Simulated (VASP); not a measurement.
# Si13Sn3 (P1) in VASP: single point with PBEsol

Aim: the single point of Si13Sn3 with PBEsol.

All numbers are computed with VASP 6.6.1; they aren't measurements. Logs are shortened: lines on timing, memory, paths and dates and some standing lists are left out, and cuts for length are marked.

## (1) The cell of the first run

The typed cell holds 64 atoms: a = 11.274 Å, b = 11.274 Å, c = 11.274 Å, α = 90.00°, β = 90.00°, γ = 90.00°.

## (2) Single point, PBEsol

File INCAR:

```
PREC = Accurate
ENCUT = 520
EDIFF = 1E-6
ISMEAR = -1
SIGMA = 0.05
LREAL = Auto
LASPH = True
NELM = 80
ALGO = Normal
ISIF = 2
LWAVE = False
LCHARG = True
GGA = PS
LELF = True
LVHAR = True
NBANDS = 226
```

File KPOINTS:

```
Automatic mesh
0
Gamma
  1 1 1
  0.5 0.5 0.5
```

File POSCAR:

```
Si13Sn3
1.0
   11.2738695400      0.0000000000      0.0000000000
    0.0000000000     11.2738695400      0.0000000000
    0.0000000000      0.0000000000     11.2738695400
Si Sn
52 12
Direct
    0.0034820000      0.9799000000      0.0188800000
    0.9887730000      0.9876910000      0.4885300000
    0.9910650000      0.5187620000      0.0151950000
    0.0090660000      0.5108600000      0.4917360000
    0.5014000000      0.9724350000      0.9979900000
    0.4991890000      0.9961460000      0.4988740000
    0.5062290000      0.5187660000      0.9865130000
    0.5044600000      0.5061370000      0.4989860000
    0.1135450000      0.1099820000      0.1437200000
    0.1221530000      0.6319000000      0.1320700000
    0.1288920000      0.6316710000      0.6226030000
    0.6233030000      0.1233780000      0.6175990000
    0.6284270000      0.6283130000      0.1234160000
    0.6233430000      0.6303690000      0.6240930000
    0.2597080000      0.2618040000      0.4883970000
    0.2488800000      0.7426610000      0.0040640000
    0.2521550000      0.7497520000      0.4970250000
    0.7435970000      0.2403500000      0.4898620000
    0.7504990000      0.7520190000      0.0010220000
    0.7494640000      0.7469220000      0.5001970000
    0.3805800000      0.3819400000      0.6163380000
    0.3706370000      0.8675320000      0.1267680000
    0.3861450000      0.8608730000      0.6134800000
    0.8831710000      0.3864770000      0.1394730000
    0.8754060000      0.8634990000      0.1326480000
    0.8710250000      0.8687180000      0.6231650000
    0.2469480000      0.9923230000      0.2566360000
    0.2398460000      0.5148290000      0.2590330000
    0.2630950000      0.5145450000      0.7382590000
    0.7609980000      0.9835140000      0.2597890000
    0.7371190000      0.9866090000      0.7393190000
    0.7532470000      0.5056150000      0.2550600000
    0.7417960000      0.5189570000      0.7532910000
    0.3662030000      0.1146250000      0.3843310000
    0.3745450000      0.6273830000      0.3760790000
    0.3770790000      0.6352100000      0.8688600000
    0.8723820000      0.1202230000      0.3732470000
    0.8777010000      0.6293120000      0.3751080000
    0.8706950000      0.6302060000      0.8799180000
    0.9987250000      0.2487270000      0.2579830000
    0.0001920000      0.7486500000      0.2530000000
    0.9966320000      0.7465980000      0.7528270000
    0.5113370000      0.2631220000      0.7338420000
    0.4997820000      0.7482010000      0.2499810000
    0.5018720000      0.7484240000      0.7448120000
    0.1272350000      0.3786080000      0.3729850000
    0.1226550000      0.8684630000      0.3750930000
    0.1170040000      0.8578150000      0.8890490000
    0.6342650000      0.3838060000      0.3837340000
    0.6183280000      0.3938400000      0.8610400000
    0.6260960000      0.8707870000      0.3769640000
    0.6242150000      0.8632030000      0.8699200000
    0.1271580000      0.1219500000      0.6015080000
    0.6276860000      0.1031510000      0.1277880000
    0.2417640000      0.2399730000      0.0126080000
    0.7475430000      0.2689730000      0.0001500000
    0.3774620000      0.3986340000      0.1277360000
    0.8612120000      0.3888930000      0.6126430000
    0.2496000000      0.9764660000      0.7473880000
    0.3949890000      0.1226950000      0.8699090000
    0.8721810000      0.1006270000      0.8801460000
    0.9975680000      0.2525290000      0.7485070000
    0.5004470000      0.2488480000      0.2671520000
    0.1267220000      0.4019310000      0.8791230000
```

Potentials or basis: VASP PAW PBE potentials, release 64 (Si, Sn_d).

The run is started by

```
$ cat potpaw_PBE.64/Si/POTCAR potpaw_PBE.64/Sn_d/POTCAR > POTCAR
$ mpirun -np 1 vasp_std > vasp.out
```

OUTCAR:

```text
PREC = Accurate
   ENCUT = 520
   EDIFF = 1E-6
   ISMEAR = -1
   LREAL = Auto
   LASPH = True
   NELM = 80
   ISIF = 2
   GGA = PS

 ion  position               nearest neighbor table
   1  0.003  0.980  0.019-  25 2.33   9 2.38  48 2.38  61 2.55
   2  0.989  0.988  0.489-  37 2.38  47 2.39  26 2.42  53 2.52
   3  0.991  0.519  0.015-  10 2.36  24 2.38  39 2.40  64 2.54
   4  0.009  0.511  0.492-  38 2.39  46 2.41  11 2.42  58 2.55
   5  0.501  0.972  0.998-  52 2.35  22 2.38  54 2.52  60 2.53
   6  0.499  0.996  0.499-  23 2.37  34 2.39  12 2.41  51 2.44
[... 56 lines left out ...]
  63  0.500  0.249  0.267-  49 2.51  34 2.52  54 2.69  57 2.69
  64  0.127  0.402  0.879-   3 2.54  29 2.55  62 2.67  55 2.70

  LATTYP: Found a simple cubic cell.
 ALAT       =    11.2738695400

  Lattice vectors:

 A1 = (  11.2738695400,   0.0000000000,   0.0000000000)
 A2 = (   0.0000000000,  11.2738695400,   0.0000000000)
 A3 = (   0.0000000000,   0.0000000000,  11.2738695400)

Analysis of symmetry for initial positions (statically):
=====================================================================
 Subroutine PRICEL returns:
 Original cell was already a primitive cell.

 Routine SETGRP: Setting up the symmetry group for a
 simple cubic supercell.

 Subroutine GETGRP returns: Found  1 space group operations
 (whereof  1 operations were pure point group operations)
 out of a pool of 48 trial point group operations.

The static configuration has the point symmetry C_1 .

Analysis of symmetry for dynamics (positions and initial velocities):
=====================================================================
 Subroutine PRICEL returns:
 Original cell was already a primitive cell.

 Routine SETGRP: Setting up the symmetry group for a
 simple cubic supercell.

 Subroutine GETGRP returns: Found  1 space group operations
 (whereof  1 operations were pure point group operations)
 out of a pool of 48 trial point group operations.

The dynamic configuration has the point symmetry C_1 .

 Subroutine INISYM returns: Found  1 space group operations
 (whereof  1 operations are pure point group operations),
 and found     1 'primitive' translations

----------------------------------------------------------------------------------------

                                     Primitive cell

  volume of cell :    1432.9103

  direct lattice vectors                    reciprocal lattice vectors
    11.273869540  0.000000000  0.000000000     0.088700689  0.000000000  0.000000000
     0.000000000 11.273869540  0.000000000     0.000000000  0.088700689  0.000000000
     0.000000000  0.000000000 11.273869540     0.000000000  0.000000000  0.088700689

  length of vectors
    11.273869540 11.273869540 11.273869540     0.088700689  0.088700689  0.088700689

  position of ions in fractional coordinates (direct lattice)
     0.003482000  0.979900000  0.018880000
     0.988773000  0.987691000  0.488530000
     0.991065000  0.518762000  0.015195000
     0.009066000  0.510860000  0.491736000
     0.501400000  0.972435000  0.997990000
     0.499189000  0.996146000  0.498874000
[... 56 lines left out ...]
     0.500447000  0.248848000  0.267152000
     0.126722000  0.401931000  0.879123000

  ion indices of the primitive-cell ions
   primitive index   ion index
                 1           1
                 2           2
                 3           3
                 4           4
                 5           5
                 6           6
[... 56 lines left out ...]
                63          63
                64          64

----------------------------------------------------------------------------------------

 KPOINTS: Automatic mesh

Automatic generation of k-mesh.
 Grid dimensions read from file:
 generate k-points for:    1    1    1

 Generating k-lattice:

  Cartesian coordinates                     Fractional coordinates (reciprocal lattice)
     0.088700689  0.000000000  0.000000000     1.000000000  0.000000000  0.000000000
     0.000000000  0.088700689  0.000000000     0.000000000  1.000000000  0.000000000
     0.000000000  0.000000000  0.088700689     0.000000000  0.000000000  1.000000000

  Length of vectors
     0.088700689  0.088700689  0.088700689

  Shift w.r.t. Gamma in fractional coordinates (k-lattice)
     0.500000000  0.500000000  0.500000000

 Subroutine IBZKPT returns following result:
 ===========================================

 Found      1 irreducible k-points:

 Following reciprocal coordinates:
            Coordinates               Weight
  0.500000  0.500000  0.500000      1.000000
   k-points           NKPTS =      1   k-points in BZ     NKDIM =      1   number of bands    NBANDS=    226
   number of dos      NEDOS =    301   number of ions     NIONS =     64
   total plane-waves  NPLWV = 592704
   dimension x,y,z NGX =    84 NGY =   84 NGZ =   84
   dimension x,y,z NGXF=   168 NGYF=  168 NGZF=  168
   ions per type =              52  12
   NGX,Y,Z   is equivalent  to a cutoff of  12.39, 12.39, 12.39 a.u.
   NGXF,Y,Z  is equivalent  to a cutoff of  24.77, 24.77, 24.77 a.u.
 SYSTEM =  unknown system
   PREC   = accura    normal or accurate (medium, high low for compatibility)
   ISTART =      0    job   : 0-new  1-cont  2-samecut
   ICHARG =      2    charge: 1-file 2-atom 10-const
   ISPIN  =      1    spin polarized calculation?
   LNONCOLLINEAR =      F non collinear calculations
   LSORBIT =      F    spin-orbit coupling
   LASPH  =      T    aspherical Exc in radial PAW
   ENCUT  =  520.0 eV  38.22 Ry    6.18 a.u.  20.96 20.96 20.96*2*pi/ulx,y,z
   NELM   =     80;   NELMIN=  2; NELMDL= -5     # of ELM steps
   EDIFF  = 0.1E-05   stopping-criterion for ELM
   LREAL  =      T    real-space projection
   EDIFFG = 0.1E-04   stopping-criterion for IOM
   NSW    =      0    number of steps for IOM
   IBRION =     -1    ionic relax: 0-MD 1-quasi-New 2-CG
   NFREE  =      0    steps in history (QN), initial steepest desc. (CG)
   ISIF   =      2    stress and relaxation
   ISYM   =      2    0-nonsym 1-usesym 2-fastsym
   POTIM  = 0.5000    time-step for ionic-motion
   TEBEG  =    0.0;   TEEND  =   0.0 temperature during run
   PSTRESS=    0.0 pullay stress
   NELECT =     376.0000    total number of electrons
   NUPDOWN=      -1.0000    fix difference up-down
   EMIN   =  10.00;   EMAX   =-10.00  energy-range for DOS
   EFERMI =   0.00;   METHOD = LEGACY
   ISMEAR =    -1;   SIGMA  =   0.05  broadening in eV -4-tet -1-fermi 0-gaus
   EFERMI_NEDOS =   21; number of points for ismear=-14 and -15
   IALGO  =     38    algorithm
   IMIX   =      4    mixing-type and parameters
     AMIX     =   0.40;   BMIX     =  1.00
     AMIX_MAG =   1.60;   BMIX_MAG =  1.00
  volume/ion in A,a.u.               =      22.39       151.09
  Fermi-wavevector in a.u.,A,eV,Ry     =   1.048088  1.980599 14.945845  1.098489
  Thomas-Fermi vector in A             =   2.182995
   LORBIT       =      0    0 simple, 1 ext, 2 COOP (PROOUT), +10 PAW based schemes
   GGA     = PS    functional components
   LHFCALC =     F    Hartree Fock is set to
   AEXX    =    0.0000 exact exchange contribution
   IVDW    =     0    specifies the selected vdW correction
   LEPSILON=     F    determine dielectric tensor
   LRPA    =     F    only Hartree local field effects (RPA)
 non-spin polarized calculation
  energy-cutoff  :      520.00
  volume of cell :     1432.91
 maximum number of plane-waves:     38736
 NGX is ok and might be reduce to    84
   NGX = 41   NGY = 41   NGZ = 41

 number of electron     375.9999981 magnetization

 Free energy of the ion-electron system (eV)
  ---------------------------------------------------
  ext. energy  EPLUGINS =         0.00000000
  ---------------------------------------------------
  free energy    TOTEN  =      -337.59453924 eV

  energy without entropy =     -337.58642717  energy(sigma->0) =     -337.59048320

 E-fermi :   6.3367     XC(G=0):  -9.4948

 val. band max:        6.0722958378   @ k =   0.5000   0.5000   0.5000
 cond. band min:       6.6201717182   @ k =   0.5000   0.5000   0.5000
 fundamental gap:      0.5478758804
 Fermi energy:         6.3366793139

 k-point     1 :       0.5000    0.5000    0.5000
  band No.  band energies     occupation
      1     -15.3685      2.00000
      2     -15.3555      2.00000
      3     -15.3354      2.00000
      4     -15.2941      2.00000
      5     -15.2867      2.00000
      6     -15.2552      2.00000
[... 192 lines left out ...]
    199       7.0127      0.00000
    200       7.0372      0.00000
 [bands above 200 left out]

------------------------ aborting loop because EDIFF is reached ----------------------------------------

  FORCE on cell =-STRESS in cart. coord.  units (eV):
  Direction    XX          YY          ZZ          XY          YZ          ZX
  --------------------------------------------------------------------------------------
  -------------------------------------------------------------------------------------
  Total       -0.3729528      1.2956724      0.2165707      1.3651512     -0.9741403     -0.6589116
  in kB       -0.4170090      1.4487278      0.2421538      1.5264139     -1.0892137     -0.7367476
  external PRESSURE =       0.4246242 kB  Pullay stress =       0.0000000 kB

 VOLUME and BASIS-vectors are now :
 -----------------------------------------------------------------------------
  energy-cutoff  :      520.00
  volume of cell :     1432.91
      direct lattice vectors                 reciprocal lattice vectors
    11.273869540  0.000000000  0.000000000     0.088700689  0.000000000  0.000000000
     0.000000000 11.273869540  0.000000000     0.000000000  0.088700689  0.000000000
     0.000000000  0.000000000 11.273869540     0.000000000  0.000000000  0.088700689

 POSITION                                       TOTAL-FORCE (eV/Angst)
 -----------------------------------------------------------------------------------
      0.03926     11.04726      0.21285         0.008857      0.004833     -0.002397
     11.14730     11.13510      5.50762        -0.010402     -0.003016     -0.008738
     11.17314      5.84846      0.17131        -0.003243      0.001747     -0.000970
      0.10221      5.75937      5.54377        -0.003913      0.001421     -0.002528
      5.65272     10.96311     11.25121         0.007390      0.000044      0.016079
      5.62779     11.23042      5.62424         0.008276     -0.004023      0.001199
[... 56 lines left out ...]
      5.64197      2.80548      3.01184         0.002326     -0.003720      0.020535
      1.42865      4.53132      9.91112        -0.002610     -0.001654     -0.008298
 -----------------------------------------------------------------------------------
    total drift:                                0.011290      0.007988     -0.013175

  FREE ENERGIE OF THE ION-ELECTRON SYSTEM (eV)
  ---------------------------------------------------
  free  energy   TOTEN  =      -337.5945392357 eV

  energy  without entropy=     -337.5864271671  energy(sigma->0) =     -337.59048320
```

It took 11 min on 1 thread of Intel Xeon Platinum 8375C at 2.90GHz (Ice Lake), shared host; peak memory 1.1 GiB.

What came out:

```yaml
Free_energy: -337.5945 eV
Pressure: 0.0 GPa
Largest_force: 0.031 eV/Å
Band_gap_on_the_k_mesh: 0.55 eV
```

Forces in eV/Å, atoms in the order of the input:
```
Si   0.009  0.005 -0.002
Si  -0.010 -0.003 -0.009
Si  -0.003  0.002 -0.001
Si  -0.004  0.001 -0.003
Si   0.007  0.000  0.016
Si   0.008 -0.004  0.001
Si   0.008 -0.006  0.017
Si  -0.015 -0.008  0.012
Si   0.000 -0.006 -0.009
Si   0.014  0.000 -0.015
Si  -0.010 -0.015 -0.003
Si  -0.005 -0.011 -0.002
Si  -0.003 -0.003  0.021
Si   0.005 -0.005 -0.015
Si   0.004  0.014  0.011
Si   0.009  0.020 -0.002
Si  -0.010 -0.003 -0.002
Si   0.012 -0.007  0.013
Si  -0.003 -0.014  0.007
Si   0.002  0.013 -0.003
Si   0.001  0.000  0.004
Si   0.004 -0.006  0.019
Si   0.006 -0.001 -0.007
Si  -0.011  0.005 -0.003
Si  -0.009  0.015 -0.001
Si   0.000  0.001 -0.002
Si   0.002  0.000 -0.003
Si  -0.014  0.011  0.005
Si   0.000 -0.007 -0.010
Si   0.004 -0.004  0.008
Si   0.005 -0.001 -0.008
Si   0.000  0.001  0.002
Si   0.012  0.004  0.007
Si   0.007 -0.016  0.000
Si   0.014 -0.007  0.005
Si   0.000 -0.019  0.018
Si  -0.008  0.012 -0.006
Si  -0.006 -0.007 -0.004
Si   0.006  0.004 -0.013
Si  -0.001  0.006 -0.010
Si   0.000  0.004  0.001
Si   0.001 -0.002 -0.023
Si  -0.014 -0.005  0.001
Si  -0.004  0.008  0.000
Si  -0.009 -0.001  0.001
Si  -0.010  0.008 -0.005
Si   0.010  0.009 -0.006
Si  -0.020  0.004 -0.011
Si   0.001  0.016  0.003
Si  -0.010 -0.007  0.011
Si  -0.008 -0.001  0.005
Si   0.008 -0.003 -0.006
Sn   0.008 -0.013 -0.012
Sn  -0.002 -0.011  0.013
Sn   0.006 -0.013  0.019
Sn   0.012  0.013  0.002
Sn   0.017  0.022  0.015
Sn  -0.008  0.015 -0.010
Sn  -0.010 -0.003 -0.019
Sn   0.002  0.020 -0.009
Sn   0.006 -0.017 -0.004
Sn  -0.005  0.001 -0.011
Sn   0.002 -0.004  0.021
Sn  -0.003 -0.002 -0.008
```

Stress tensor (GPa, compression positive):
```
-0.04  0.15 -0.07
 0.15  0.14 -0.11
-0.07 -0.11  0.02
```

Levels at points of the mesh, in eV from the valence-band top:
```
           k point  band 186  band 187  band 188  band 189  band 190  band 191
(0.50, 0.50, 0.50)     -0.45     -0.09      0.00      0.55      0.60      0.65
```

Caveat: the k points lie up to 0.56 Å⁻¹ apart; the PAW data sets were made with another functional, which shifts forces and pressure a little; spin-orbit coupling is left out, which moves the levels of the heavy elements. A k mesh can miss the band edges.
